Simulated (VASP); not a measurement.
# Mg5O6 in VASP: relaxation of the atoms with PBE

Aim: the relaxation of the atoms of Mg5O6 with PBE.

Everything below comes from runs of VASP 6.6.1. Logs are shortened: lines on timing, memory, paths and dates and some standing lists are left out, and cuts for length are marked.

### 1 The cell of the first run

The cell holds a slab with vacuum, 11 atoms: a = 3.008 Å, b = 3.008 Å, c = 27.280 Å, α = 90.00°, β = 90.00°, γ = 120.00°.

### 2 Relaxation of the atoms, PBE

INCAR

```
SYSTEM = Mg5O6
  ALGO = Normal
  DIPOL = 0.5 0.5 0.500
  EDIFF = 1E-6
  EDIFFG = -0.02
  ENCUT = 520
  GGA = PE
  IBRION = 2
  IDIPOL = 3
  ISIF = 2
  ISMEAR = 0
  LASPH = .TRUE.
  LCHARG = .FALSE.
  LDIPOL = .TRUE.
  LREAL = .FALSE.
  LWAVE = .FALSE.
  NELM = 100
  NSW = 80
  PREC = Accurate
  SIGMA = 0.05
```

KPOINTS

```
k-points
0
G
  9 9 1
  0 0 0
```

POSCAR

```
Mg5O6
1.0
    3.0079232190      0.0000000000      0.0000000000
   -1.5039616095      2.6049379203      0.0000000000
    0.0000000000      0.0000000000     27.2797951199
O Mg
6 5
Direct
    0.3333333333      0.6666666667      0.2749287510
    0.0000000000      0.0000000000      0.3649572506
    0.6666666667      0.3333333333      0.4549857502
    0.3333333333      0.6666666667      0.5450142498
    0.0000000000      0.0000000000      0.6350427494
    0.6666666667      0.3333333333      0.7250712490
    0.6666666667      0.3333333333      0.3199430008
    0.3333333333      0.6666666667      0.4099715004
    0.0000000000      0.0000000000      0.5000000000
    0.6666666667      0.3333333333      0.5900284996
    0.3333333333      0.6666666667      0.6800569992
```

Potentials or basis: VASP PAW PBE potentials, release 64 (O, Mg).

The run is started by

```sh
cat potpaw_PBE.64/O/POTCAR potpaw_PBE.64/Mg/POTCAR > POTCAR
mpirun -np 1 vasp_std > vasp.out
```

OUTCAR:

```text
SYSTEM = Mg5O6
   EDIFF = 1E-6
   EDIFFG = -0.02
   ENCUT = 520
   GGA = PE
   IBRION = 2
   ISIF = 2
   ISMEAR = 0
   LASPH = .TRUE.
   LREAL = .FALSE.
   NELM = 100
   NSW = 80
   PREC = Accurate

 ion  position               nearest neighbor table
   1  0.333  0.667  0.275-   7 2.13   7 2.13   7 2.13
   2  0.000  0.000  0.365-   7 2.13   8 2.13   7 2.13   8 2.13   7 2.13   8 2.13
   3  0.667  0.333  0.455-   9 2.13   8 2.13   8 2.13   9 2.13   9 2.13   8 2.13
   4  0.333  0.667  0.545-   9 2.13  10 2.13  10 2.13   9 2.13   9 2.13  10 2.13
   5  0.000  0.000  0.635-  10 2.13  11 2.13  10 2.13  11 2.13  10 2.13  11 2.13
   6  0.667  0.333  0.725-  11 2.13  11 2.13  11 2.13
   7  0.667  0.333  0.320-   2 2.13   1 2.13   1 2.13   2 2.13   2 2.13   1 2.13   8 3.01   8 3.01
                             8 3.01
   8  0.333  0.667  0.410-   2 2.13   3 2.13   3 2.13   2 2.13   2 2.13   3 2.13   7 3.01   9 3.01
                             7 3.01   9 3.01   9 3.01   7 3.01
   9  0.000  0.000  0.500-   3 2.13   4 2.13   3 2.13   4 2.13   3 2.13   4 2.13   8 3.01  10 3.01
                            10 3.01   8 3.01   8 3.01  10 3.01
  10  0.667  0.333  0.590-   5 2.13   4 2.13   4 2.13   5 2.13   5 2.13   4 2.13  11 3.01   9 3.01
                            11 3.01   9 3.01   9 3.01  11 3.01
  11  0.333  0.667  0.680-   5 2.13   6 2.13   6 2.13   5 2.13   5 2.13   6 2.13  10 3.01  10 3.01
                            10 3.01

  LATTYP: Found a hexagonal cell.
 ALAT       =     3.0079232190
 C/A-ratio  =     9.0693123241

  Lattice vectors:

 A1 = (   3.0079232190,   0.0000000000,   0.0000000000)
 A2 = (  -1.5039616095,   2.6049379203,   0.0000000000)
 A3 = (   0.0000000000,   0.0000000000,  27.2797951199)

Analysis of symmetry for initial positions (statically):
=====================================================================
 Subroutine PRICEL returns:
 Original cell was already a primitive cell.

 Routine SETGRP: Setting up the symmetry group for a
 hexagonal supercell.

 Subroutine GETGRP returns: Found 12 space group operations
 (whereof 12 operations were pure point group operations)
 out of a pool of 24 trial point group operations.

The static configuration has the point symmetry D_3d.

Analysis of symmetry for dynamics (positions and initial velocities):
=====================================================================
 Subroutine PRICEL returns:
 Original cell was already a primitive cell.

 Routine SETGRP: Setting up the symmetry group for a
 hexagonal supercell.

 Subroutine GETGRP returns: Found 12 space group operations
 (whereof 12 operations were pure point group operations)
 out of a pool of 24 trial point group operations.

The dynamic configuration has the point symmetry D_3d.

 Subroutine INISYM returns: Found 12 space group operations
 (whereof 12 operations are pure point group operations),
 and found     1 'primitive' translations

----------------------------------------------------------------------------------------

                                     Primitive cell

  volume of cell :     213.7496

  direct lattice vectors                    reciprocal lattice vectors
     3.007923219  0.000000000  0.000000000     0.332455295  0.191943154  0.000000000
    -1.503961609  2.604937920  0.000000000     0.000000000  0.383886308  0.000000000
     0.000000000  0.000000000 27.279795120     0.000000000  0.000000000  0.036657167

  length of vectors
     3.007923219  3.007923219 27.279795120     0.383886308  0.383886308  0.036657167

  position of ions in fractional coordinates (direct lattice)
     0.333333333  0.666666667  0.274928751
     0.000000000  0.000000000  0.364957251
     0.666666667  0.333333333  0.454985750
     0.333333333  0.666666667  0.545014250
     0.000000000  0.000000000  0.635042749
     0.666666667  0.333333333  0.725071249
     0.666666667  0.333333333  0.319943001
     0.333333333  0.666666667  0.409971500
     0.000000000  0.000000000  0.500000000
     0.666666667  0.333333333  0.590028500
     0.333333333  0.666666667  0.680056999

  ion indices of the primitive-cell ions
   primitive index   ion index
                 1           1
                 2           2
[... 41 lines left out ...]
  0.333333  0.000000  0.000000      6.000000
  0.444444 -0.000000  0.000000      6.000000
  0.111111  0.111111  0.000000      6.000000
  0.222222  0.111111  0.000000     12.000000
  0.333333  0.111111  0.000000     12.000000
  0.444444  0.111111  0.000000      6.000000
  0.222222  0.222222  0.000000      6.000000
  0.333333  0.222222  0.000000     12.000000
  0.333333  0.333333  0.000000      2.000000
   k-points           NKPTS =     12   k-points in BZ     NKDIM =     12   number of bands    NBANDS=     29
   number of dos      NEDOS =    301   number of ions     NIONS =     11
   total plane-waves  NPLWV = 120960
   dimension x,y,z NGX =    24 NGY =   24 NGZ =  210
   dimension x,y,z NGXF=    48 NGYF=   48 NGZF=  420
   ions per type =               6   5
   NGX,Y,Z   is equivalent  to a cutoff of  13.26, 13.26, 12.80 a.u.
   NGXF,Y,Z  is equivalent  to a cutoff of  26.53, 26.53, 25.60 a.u.
 SYSTEM =  Mg5O6
   PREC   = accura    normal or accurate (medium, high low for compatibility)
   ISTART =      0    job   : 0-new  1-cont  2-samecut
   ICHARG =      2    charge: 1-file 2-atom 10-const
   ISPIN  =      1    spin polarized calculation?
   LNONCOLLINEAR =      F non collinear calculations
   LSORBIT =      F    spin-orbit coupling
   LASPH  =      T    aspherical Exc in radial PAW
   ENCUT  =  520.0 eV  38.22 Ry    6.18 a.u.   5.59  5.59 50.72*2*pi/ulx,y,z
   NELM   =    100;   NELMIN=  2; NELMDL= -5     # of ELM steps
   EDIFF  = 0.1E-05   stopping-criterion for ELM
   LREAL  =      F    real-space projection
   EDIFFG = -.2E-01   stopping-criterion for IOM
   NSW    =     80    number of steps for IOM
   IBRION =      2    ionic relax: 0-MD 1-quasi-New 2-CG
   NFREE  =      1    steps in history (QN), initial steepest desc. (CG)
   ISIF   =      2    stress and relaxation
   ISYM   =      2    0-nonsym 1-usesym 2-fastsym
   POTIM  = 0.5000    time-step for ionic-motion
   TEBEG  =    0.0;   TEEND  =   0.0 temperature during run
   PSTRESS=    0.0 pullay stress
   NELECT =      46.0000    total number of electrons
   NUPDOWN=      -1.0000    fix difference up-down
   EMIN   =  10.00;   EMAX   =-10.00  energy-range for DOS
   EFERMI =   0.00;   METHOD = LEGACY
   ISMEAR =     0;   SIGMA  =   0.05  broadening in eV -4-tet -1-fermi 0-gaus
   EFERMI_NEDOS =   21; number of points for ismear=-14 and -15
   IALGO  =     38    algorithm
   IMIX   =      4    mixing-type and parameters
     AMIX     =   0.40;   BMIX     =  1.00
     AMIX_MAG =   1.60;   BMIX_MAG =  1.00
  volume/ion in A,a.u.               =      19.43       131.13
  Fermi-wavevector in a.u.,A,eV,Ry     =   0.981053  1.853921 13.095125  0.962465
  Thomas-Fermi vector in A             =   2.112030
   LORBIT       =      0    0 simple, 1 ext, 2 COOP (PROOUT), +10 PAW based schemes
   GGA     = PE    functional components
   LHFCALC =     F    Hartree Fock is set to
   AEXX    =    0.0000 exact exchange contribution
   IVDW    =     0    specifies the selected vdW correction
   LEPSILON=     F    determine dielectric tensor
   LRPA    =     F    only Hartree local field effects (RPA)
 conjugate gradient relaxation of ions
 non-spin polarized calculation
 Gauss-broadening in eV      SIGMA  =   0.05
  energy-cutoff  :      520.00
  volume of cell :      213.75
 maximum number of plane-waves:      5825
 NGX is ok and might be reduce to    24
   NGX = 11   NGY = 11   NGZ =101

--------------------------------------- Ionic step        1  -------------------------------------------

 number of electron      46.0000017 magnetization

 Free energy of the ion-electron system (eV)
  ---------------------------------------------------
  ext. energy  EPLUGINS =         0.00000000
  ---------------------------------------------------
  free energy    TOTEN  =       -60.32647457 eV

  energy without entropy =      -60.30362588  energy(sigma->0) =      -60.31505023

------------------------ aborting loop because EDIFF is reached ----------------------------------------

  FORCE on cell =-STRESS in cart. coord.  units (eV):
  Direction    XX          YY          ZZ          XY          YZ          ZX
  --------------------------------------------------------------------------------------
  -------------------------------------------------------------------------------------
  Total       -1.2550452     -1.2550452     -2.0302976     -0.0000000      0.0000000      0.0000000
  in kB       -9.4072942     -9.4072942    -15.2182619     -0.0000000      0.0000000      0.0000000
  external PRESSURE =     -11.3442834 kB  Pullay stress =       0.0000000 kB
[... 116 lines left out ...]
  FREE ENERGIE OF THE ION-ELECTRON SYSTEM (eV)
  ---------------------------------------------------
  free  energy   TOTEN  =       -60.5706104145 eV

  energy  without entropy=      -60.5375765823  energy(sigma->0) =      -60.55409350

 dipolmoment           0.000000      0.000000      0.000000 electrons x Angstroem

[... ionic steps 4 to 16 ...]

--------------------------------------- Ionic step       17  -------------------------------------------

 number of electron      46.0000031 magnetization

------------------------ aborting loop because EDIFF is reached ----------------------------------------
[... 85 lines left out ...]
--------------------------------------- Ionic step       19  -------------------------------------------

 number of electron      46.0000032 magnetization

 dipolmoment           0.000000      0.000000     -0.000000 electrons x Angstroem

 Free energy of the ion-electron system (eV)
  ---------------------------------------------------
  ext. energy  EPLUGINS =         0.00000000
  ---------------------------------------------------
  free energy    TOTEN  =       -60.66202491 eV

  energy without entropy =      -60.63244971  energy(sigma->0) =      -60.64723731

 E-fermi :  -3.3768     XC(G=0):  -5.8524

 val. band max:       -3.3850820206   @ k =   0.2222  -0.0000   0.0000
 cond. band min:      -3.3681421168   @ k =   0.2222   0.1111   0.0000
 fundamental gap:      0.0169399038
 Fermi energy:        -3.3768117035

 k-point     1 :       0.0000    0.0000    0.0000
  band No.  band energies     occupation
      1     -20.7578      2.00000
      2     -20.4705      2.00000
      3     -20.1157      2.00000
      4     -19.7910      2.00000
      5     -19.0840      2.00000
      6     -19.0689      2.00000
[... 373 lines left out ...]
     28       7.3748      0.00000
     29       8.2868      0.00000

------------------------ aborting loop because EDIFF is reached ----------------------------------------

 vacuum level on the upper side and lower side of the slab       (xc-potential included)        -0.049        -0.049

  FORCE on cell =-STRESS in cart. coord.  units (eV):
  Direction    XX          YY          ZZ          XY          YZ          ZX
  --------------------------------------------------------------------------------------
  -------------------------------------------------------------------------------------
  Total        3.6724740      3.6724740     -0.1234225     -0.0000000      0.0000000      0.0000000
  in kB       27.5273294     27.5273294     -0.9251235     -0.0000000      0.0000000      0.0000000
  external PRESSURE =      18.0431784 kB  Pullay stress =       0.0000000 kB
[... 26 lines left out ...]
  FREE ENERGIE OF THE ION-ELECTRON SYSTEM (eV)
  ---------------------------------------------------
  free  energy   TOTEN  =       -60.6620249088 eV

  energy  without entropy=      -60.6324497131  energy(sigma->0) =      -60.64723731

 reached required accuracy - stopping structural energy minimisation

 vacuum level on the upper side and lower side of the slab         5.777         5.777
```

Wall time 23 min (1 thread of Intel Xeon Platinum 8375C at 2.90GHz (Ice Lake), shared host); peak memory 0.38 GiB.

What came out:

```
Free energy                  : -60.6620 eV
Energy gained by relaxing    : 30.5 meV/atom
Ionic steps                  : 19
Largest force after relaxing : 0.005 eV/Å
Band gap on the k mesh       : zero (bands 23 and 24 overlap by 0.33 eV)
```

Forces on the atoms (eV/Å):
```
O    0.000  0.000 -0.003
O    0.000  0.000  0.000
O    0.000  0.000 -0.005
O    0.000  0.000  0.005
O    0.000  0.000  0.000
O    0.000  0.000  0.003
Mg   0.000  0.000  0.002
Mg   0.000  0.000  0.001
Mg   0.000  0.000  0.000
Mg   0.000  0.000 -0.001
Mg   0.000  0.000 -0.002
```

Step by step:
```
step  energy change (eV)  largest force (eV/Å)  pressure (GPa)
   1              0.0000                1.0917           -1.13
   2             -0.1632                0.7395           -0.72
   3             -0.2441                0.6155            1.72
   4             -0.2865                0.3236            0.61
   5             -0.3125                0.1941            0.95
   6             -0.3172                0.2263            1.17
   7             -0.3254                0.1114            1.21
   8             -0.3259                0.0863            1.23
   9             -0.3280                0.0703            1.24
  10             -0.3283                0.1236            1.24
  11             -0.3301                0.0955            1.28
  12             -0.3331                0.0582            1.39
  13             -0.3323                0.1399            1.60
  14             -0.3339                0.0646            1.47
  15             -0.3351                0.0387            1.65
  16             -0.3352                0.0409            1.70
  17             -0.3354                0.0266            1.81
  18             -0.3355                0.0200            1.78
  19             -0.3356                0.0048            1.80
```

Final structure:
```
CELL_PARAMETERS angstrom
3.00792 0.00000 0.00000
-1.50396 2.60494 0.00000
0.00000 0.00000 27.27980
ATOMIC_POSITIONS crystal
O 0.33333 0.66667 0.28357
O 0.00000 0.00000 0.36699
O 0.66667 0.33333 0.45534
O 0.33333 0.66667 0.54466
O 0.00000 0.00000 0.63301
O 0.66667 0.33333 0.71643
Mg 0.66667 0.33333 0.31726
Mg 0.33333 0.66667 0.40958
Mg 0.00000 0.00000 0.50000
Mg 0.66667 0.33333 0.59042
Mg 0.33333 0.66667 0.68274
```

Levels at points of the mesh, in eV from the Fermi level:
```csv
k point,band 21,band 22,band 23,band 24,band 25,band 26,band 27,band 28
"(0.00, 0.00, 0.00)",0.22,0.22,0.22,0.22,4.85,6.05,7.00,7.40
```
